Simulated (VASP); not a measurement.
# Sb (Fd-3m) in VASP: a series of runs

The runs below take Sb through single point, with PBE.

Everything below comes from runs of VASP 6.6.1. Logs are shortened: lines on timing, memory, paths and dates and some standing lists are left out, and cuts for length are marked.

**1. The cell of the first run**

The structure is cubic, space group Fd-3m (No. 227). The conventional cell has a = 6.984 Å, b = 6.984 Å, c = 6.984 Å, α = 90.00°, β = 90.00°, γ = 90.00°. Within 4.0 Å of Sb (site symmetry -43m) lie 4 Sb at 3.02 Å.

This isn't the form of Sb at room conditions, which is rhombohedral.

**2. Single point, PBE**

Contents of INCAR:

```
ALGO = Normal ; EDIFF = 1E-7
ENCUT = 520 ; GGA = PE
ISIF = 2 ; ISMEAR = -1
LASPH = True ; LCHARG = False
LREAL = False ; LWAVE = False
NBANDS = 12 ; NELM = 60
PREC = Accurate ; SIGMA = 0.05
```

Contents of KPOINTS:

```
k-points
0
Gamma
  11 11 11
```

Contents of POSCAR:

```
Sb
1.0
    0.0000000000      3.4921930505      3.4921930505
    3.4921930505      0.0000000000      3.4921930505
    3.4921930505      3.4921930505      0.0000000000
Sb
2
Direct
   -0.1250000000     -0.1250000000     -0.1250000000
    0.1250000000      0.1250000000      0.1250000000
```

Potentials or basis: VASP PAW PBE potentials, release 64 (Sb).

Launch:

```
cat potpaw_PBE.64/Sb/POTCAR > POTCAR
mpirun -np 1 vasp_std > vasp.out
```

OUTCAR:

```text
EDIFF = 1E-7
   ENCUT = 520
   GGA = PE
   ISIF = 2
   ISMEAR = -1
   LASPH = True
   LREAL = False
   NELM = 60
   PREC = Accurate

 ion  position               nearest neighbor table
   1  0.875  0.875  0.875-   2 3.02   2 3.02   2 3.02   2 3.02
   2  0.125  0.125  0.125-   1 3.02   1 3.02   1 3.02   1 3.02

  LATTYP: Found a face centered cubic cell.
 ALAT       =     6.9843861010

  Lattice vectors:

 A1 = (   0.0000000000,   3.4921930505,   3.4921930505)
 A2 = (   3.4921930505,   0.0000000000,   3.4921930505)
 A3 = (   3.4921930505,   3.4921930505,   0.0000000000)

Analysis of symmetry for initial positions (statically):
=====================================================================
 Subroutine PRICEL returns:
 Original cell was already a primitive cell.

 Routine SETGRP: Setting up the symmetry group for a
 face centered cubic supercell.

 Subroutine GETGRP returns: Found 48 space group operations
 (whereof 12 operations were pure point group operations)
 out of a pool of 48 trial point group operations.

The static configuration has the point symmetry D_3d.
 The point group associated with its full space group is O_h .

Analysis of symmetry for dynamics (positions and initial velocities):
=====================================================================
 Subroutine PRICEL returns:
 Original cell was already a primitive cell.

 Routine SETGRP: Setting up the symmetry group for a
 face centered cubic supercell.

 Subroutine GETGRP returns: Found 48 space group operations
 (whereof 12 operations were pure point group operations)
 out of a pool of 48 trial point group operations.

The dynamic configuration has the point symmetry D_3d.
 The point group associated with its full space group is O_h .

 Subroutine INISYM returns: Found 48 space group operations
 (whereof 12 operations are pure point group operations),
 and found     1 'primitive' translations

----------------------------------------------------------------------------------------

                                     Primitive cell

  volume of cell :      85.1775

  direct lattice vectors                    reciprocal lattice vectors
     0.000000000  3.492193051  3.492193051    -0.143176506  0.143176506  0.143176506
     3.492193051  0.000000000  3.492193051     0.143176506 -0.143176506  0.143176506
     3.492193051  3.492193051  0.000000000     0.143176506  0.143176506 -0.143176506

  length of vectors
     4.938706774  4.938706774  4.938706774     0.247988983  0.247988983  0.247988983

  position of ions in fractional coordinates (direct lattice)
     0.875000000  0.875000000  0.875000000
     0.125000000  0.125000000  0.125000000

  ion indices of the primitive-cell ions
   primitive index   ion index
                 1           1
                 2           2

----------------------------------------------------------------------------------------

 KPOINTS: k-points

Automatic generation of k-mesh.
 Grid dimensions read from file:
 generate k-points for:   11   11   11

 Generating k-lattice:

  Cartesian coordinates                     Fractional coordinates (reciprocal lattice)
    -0.013016046  0.013016046  0.013016046     0.090909091  0.000000000  0.000000000
     0.013016046 -0.013016046  0.013016046     0.000000000  0.090909091  0.000000000
     0.013016046  0.013016046 -0.013016046     0.000000000  0.000000000  0.090909091

  Length of vectors
     0.022544453  0.022544453  0.022544453

  Shift w.r.t. Gamma in fractional coordinates (k-lattice)
     0.000000000  0.000000000  0.000000000

 Subroutine IBZKPT returns following result:
 ===========================================

 Found     56 irreducible k-points:

 Following reciprocal coordinates:
            Coordinates               Weight
  0.000000  0.000000  0.000000      1.000000
  0.090909  0.000000  0.000000      8.000000
  0.181818  0.000000  0.000000      8.000000
  0.272727  0.000000  0.000000      8.000000
  0.363636  0.000000  0.000000      8.000000
  0.454545  0.000000  0.000000      8.000000
[... 16 lines left out ...]
 -0.272727  0.181818  0.000000     24.000000
 -0.181818  0.181818  0.000000     12.000000
 [... further k-points ...]
   k-points           NKPTS =     56   k-points in BZ     NKDIM =     56   number of bands    NBANDS=     12
   number of dos      NEDOS =    301   number of ions     NIONS =      2
   total plane-waves  NPLWV =  64000
   dimension x,y,z NGX =    40 NGY =   40 NGZ =   40
   dimension x,y,z NGXF=    80 NGYF=   80 NGZF=   80
   ions per type =               2
   NGX,Y,Z   is equivalent  to a cutoff of  13.46, 13.46, 13.46 a.u.
   NGXF,Y,Z  is equivalent  to a cutoff of  26.93, 26.93, 26.93 a.u.
 SYSTEM =  unknown system
   PREC   = accura    normal or accurate (medium, high low for compatibility)
   ISTART =      0    job   : 0-new  1-cont  2-samecut
   ICHARG =      2    charge: 1-file 2-atom 10-const
   ISPIN  =      1    spin polarized calculation?
   LNONCOLLINEAR =      F non collinear calculations
   LSORBIT =      F    spin-orbit coupling
   LASPH  =      T    aspherical Exc in radial PAW
   ENCUT  =  520.0 eV  38.22 Ry    6.18 a.u.   9.18  9.18  9.18*2*pi/ulx,y,z
   NELM   =     60;   NELMIN=  2; NELMDL= -5     # of ELM steps
   EDIFF  = 0.1E-06   stopping-criterion for ELM
   LREAL  =      F    real-space projection
   EDIFFG = 0.1E-05   stopping-criterion for IOM
   NSW    =      0    number of steps for IOM
   IBRION =     -1    ionic relax: 0-MD 1-quasi-New 2-CG
   NFREE  =      0    steps in history (QN), initial steepest desc. (CG)
   ISIF   =      2    stress and relaxation
   ISYM   =      2    0-nonsym 1-usesym 2-fastsym
   POTIM  = 0.5000    time-step for ionic-motion
   TEBEG  =    0.0;   TEEND  =   0.0 temperature during run
   PSTRESS=    0.0 pullay stress
   NELECT =      10.0000    total number of electrons
   NUPDOWN=      -1.0000    fix difference up-down
   EMIN   =  10.00;   EMAX   =-10.00  energy-range for DOS
   EFERMI =   0.00;   METHOD = LEGACY
   ISMEAR =    -1;   SIGMA  =   0.05  broadening in eV -4-tet -1-fermi 0-gaus
   EFERMI_NEDOS =   21; number of points for ismear=-14 and -15
   IALGO  =     38    algorithm
   IMIX   =      4    mixing-type and parameters
     AMIX     =   0.40;   BMIX     =  1.00
     AMIX_MAG =   1.60;   BMIX_MAG =  1.00
  volume/ion in A,a.u.               =      42.59       287.40
  Fermi-wavevector in a.u.,A,eV,Ry     =   0.801616  1.514835  8.742952  0.642589
  Thomas-Fermi vector in A             =   1.909137
   LORBIT       =      0    0 simple, 1 ext, 2 COOP (PROOUT), +10 PAW based schemes
   GGA     = PE    functional components
   LHFCALC =     F    Hartree Fock is set to
   AEXX    =    0.0000 exact exchange contribution
   IVDW    =     0    specifies the selected vdW correction
   LEPSILON=     F    determine dielectric tensor
   LRPA    =     F    only Hartree local field effects (RPA)
 non-spin polarized calculation
  energy-cutoff  :      520.00
  volume of cell :       85.18
 maximum number of plane-waves:      2307
 NGX is ok and might be reduce to    40
   NGX = 19   NGY = 19   NGZ = 19

 number of electron      10.0000000 magnetization

 number of electron       9.9999999 magnetization

 Free energy of the ion-electron system (eV)
  ---------------------------------------------------
  ext. energy  EPLUGINS =         0.00000000
  ---------------------------------------------------
  free energy    TOTEN  =        -7.66809561 eV

  energy without entropy =       -7.65732832  energy(sigma->0) =       -7.66271196

 E-fermi :   3.8321     XC(G=0):  -7.8710

 val. band max:        3.8225354811   @ k =  -0.4545   0.3636   0.1818
 cond. band min:       3.8819788653   @ k =   0.1818   0.1818   0.0000
 fundamental gap:      0.0594433842
 Fermi energy:         3.8321039027

 k-point     1 :       0.0000    0.0000    0.0000
  band No.  band energies     occupation
      1      -7.5560      2.00000
      2      -1.4919      2.00000
      3       2.1265      2.00000
      4       2.1265      2.00000
      5       2.1265      2.00000
      6       4.4116      0.00002
      7       4.4116      0.00002
      8       4.4116      0.00002
      9       7.8400      0.00000
     10      10.2307      0.00000
     11      10.2307      0.00000
     12      11.4247      0.00000

 k-point     2 :       0.0909    0.0000    0.0000
  band No.  band energies     occupation
      1      -7.4996      2.00000
      2      -1.7326      2.00000
      3       2.0372      2.00000
      4       2.0372      2.00000
      5       2.1413      2.00000
      6       4.5414      0.00000
      7       4.5414      0.00000
      8       4.5559      0.00000
      9       8.1241      0.00000
     10       9.9538      0.00000
     11       9.9538      0.00000
     12      11.1914      0.00000

 k-point     3 :       0.1818    0.0000    0.0000
  band No.  band energies     occupation
      1      -7.3351      2.00000
      2      -2.3170      2.00000
      3       1.8353      2.00000
      4       1.8353      2.00000
      5       2.0816      2.00000
      6       4.8408      0.00000
      7       4.8408      0.00000
      8       5.0597      0.00000
      9       8.7698      0.00000
     10       9.6544      0.00000
     11       9.6544      0.00000
     12      10.8978      0.00000

 k-point     4 :       0.2727    0.0000    0.0000
  band No.  band energies     occupation
      1      -7.0798      2.00000
      2      -3.0197      2.00000
      3       1.6228      2.00000
      4       1.6228      2.00000
      5       1.9249      2.00000
      6       5.1471      0.00000
      7       5.1471      0.00000
      8       5.8938      0.00000
      9       9.2021      0.00000
     10       9.6550      0.00000
     11       9.6550      0.00000
     12      11.0997      0.00000

 k-point     5 :       0.3636    0.0000    0.0000
  band No.  band energies     occupation
      1      -6.7785      2.00000
      2      -3.6687      2.00000
      3       1.4596      2.00000
      4       1.4596      2.00000
      5       1.7685      2.00000
      6       5.3517      0.00000
      7       5.3517      0.00000
      8       6.8870      0.00000
      9       9.2392      0.00000
     10      10.0259      0.00000
     11      10.0259      0.00000
     12      11.2449      0.00000
[... 228 lines left out ...]
      1      -6.2936      2.00000
      2      -4.3949      2.00000
      3       0.3352      2.00000
      4       1.0992      2.00000
      5       2.9786      2.00000
      6       5.3085      0.00000
      7       6.0813      0.00000
      8       7.1093      0.00000
      9       9.2371      0.00000
     10      10.4382      0.00000
     11      10.5179      0.00000
     12      11.3592      0.00000

 k-point    22 :      -0.3636    0.1818    0.0000
  band No.  band energies     occupation
      1      -6.4021      2.00000
      2      -4.2346      2.00000
      3       0.3113      2.00000
      4       1.2404      2.00000
      5       2.9344      2.00000
      6       5.5001      0.00000
      7       5.8456      0.00000
      8       6.9287      0.00000
      9       9.2716      0.00000
     10       9.7233      0.00000
     11      10.6766      0.00000
     12      11.7028      0.00000

 k-point    23 :      -0.2727    0.1818    0.0000
  band No.  band energies     occupation
      1      -6.6908      2.00000
      2      -3.7632      2.00000
      3       0.4569      2.00000
      4       1.4480      2.00000
      5       2.8884      2.00000
      6       5.4458      0.00000
      7       5.5091      0.00000
      8       6.3590      0.00000
      9       9.2242      0.00000
     10       9.7420      0.00000
     11      10.5400      0.00000
     12      11.8281      0.00000

 k-point    24 :      -0.1818    0.1818    0.0000
  band No.  band energies     occupation
      1      -6.9854      2.00000
      2      -3.1939      2.00000
      3       0.7842      2.00000
      4       1.6744      2.00000
      5       2.7412      2.00000
      6       5.1080      0.00000
      7       5.1339      0.00000
      8       6.0238      0.00000
      9       9.0788      0.00000
     10       9.7251      0.00000
     11       9.9665      0.00000
     12      12.0296      0.00000

 [... further k-points ...]

------------------------ aborting loop because EDIFF is reached ----------------------------------------

  FORCE on cell =-STRESS in cart. coord.  units (eV):
  Direction    XX          YY          ZZ          XY          YZ          ZX
  --------------------------------------------------------------------------------------
  -------------------------------------------------------------------------------------
  Total        0.0080551      0.0080551      0.0080551     -0.0000000      0.0000000      0.0000000
  in kB        0.1515156      0.1515156      0.1515156     -0.0000000      0.0000000      0.0000000
  external PRESSURE =       0.1515156 kB  Pullay stress =       0.0000000 kB

 VOLUME and BASIS-vectors are now :
 -----------------------------------------------------------------------------
  energy-cutoff  :      520.00
  volume of cell :       85.18
      direct lattice vectors                 reciprocal lattice vectors
     0.000000000  3.492193051  3.492193051    -0.143176506  0.143176506  0.143176506
     3.492193051  0.000000000  3.492193051     0.143176506 -0.143176506  0.143176506
     3.492193051  3.492193051  0.000000000     0.143176506  0.143176506 -0.143176506

 POSITION                                       TOTAL-FORCE (eV/Angst)
 -----------------------------------------------------------------------------------
      6.11134      6.11134      6.11134         0.000000     -0.000000      0.000000
      0.87305      0.87305      0.87305        -0.000000      0.000000     -0.000000
 -----------------------------------------------------------------------------------
    total drift:                                0.000000     -0.000000     -0.000000

  FREE ENERGIE OF THE ION-ELECTRON SYSTEM (eV)
  ---------------------------------------------------
  free  energy   TOTEN  =        -7.6680956051 eV

  energy  without entropy=       -7.6573283195  energy(sigma->0) =       -7.66271196
```

Run time: 80 s. Hardware: 1 thread of AMD EPYC 7R13, shared host; peak memory 0.22 GiB.

What came out:

| Property | Result |
| --- | --- |
| Free energy | -7.6681 eV |
| Pressure | 0.0 GPa |
| Band gap on the k mesh | zero (bands 5 and 6 overlap by 0.76 eV) |

Levels at points of the mesh, in eV from the Fermi level:
| k point | band 1 | band 2 | band 3 | band 4 | band 5 | band 6 | band 7 | band 8 | band 9 | band 10 |
| --- | --- | --- | --- | --- | --- | --- | --- | --- | --- | --- |
| (0.00, 0.00, 0.00) | -11.39 | -5.32 | -1.71 | -1.71 | -1.71 | 0.58 | 0.58 | 0.58 | 4.01 | 6.40 |

Caveat: spin-orbit coupling is left out, which moves the levels of the heavy elements.

**3. Single point, PBE**

Contents of INCAR:

```
SYSTEM = Sb
ALGO     = Normal         ! electronic algorithm
EDIFF    = 1E-7           ! SCF threshold, eV
ENCUT    = 520            ! plane-wave cutoff, eV
GGA      = PE             ! functional
ISIF     = 2              ! what is computed and relaxed
ISMEAR   = -1             ! smearing method
LASPH    = .True.         ! aspherical terms in the spheres
LCHARG   = .True.         ! write CHGCAR
LELF     = .True.         ! ELF
LREAL    = .False.        ! projectors in reciprocal space
LVHAR    = .True.       
LWAVE    = .False.        ! write WAVECAR
NBANDS   = 12             ! bands
NELM     = 80             ! most SCF steps
PREC     = Accurate       ! precision mode
SIGMA    = 0.05           ! smearing width, eV
```

Contents of KPOINTS:

```
k-points
0
Gamma
  11 11 11
  0 0 0
```

POSCAR is that of step 2.

Potentials or basis: VASP PAW PBE potentials, release 64 (Sb).

Launch:

```
cat potpaw_PBE.64/Sb/POTCAR > POTCAR
mpirun -np 1 vasp_std > vasp.out
```

Run time: 81 s. Hardware: 1 thread of AMD EPYC 7R13, shared host; peak memory 0.22 GiB.

Results (log left out):

* Free energy: -7.6681 eV
* Pressure: 0.0 GPa
* Band gap on the k mesh: zero (bands 5 and 6 overlap by 0.76 eV)

Levels at points of the mesh, in eV from the Fermi level:
```
           k point  band 2  band 3  band 4  band 5  band 6  band 7  band 8  band 9
(0.00, 0.00, 0.00)   -5.32   -1.71   -1.71   -1.71    0.58    0.58    0.58    4.01
```

Caveat: spin-orbit coupling is left out, which moves the levels of the heavy elements.
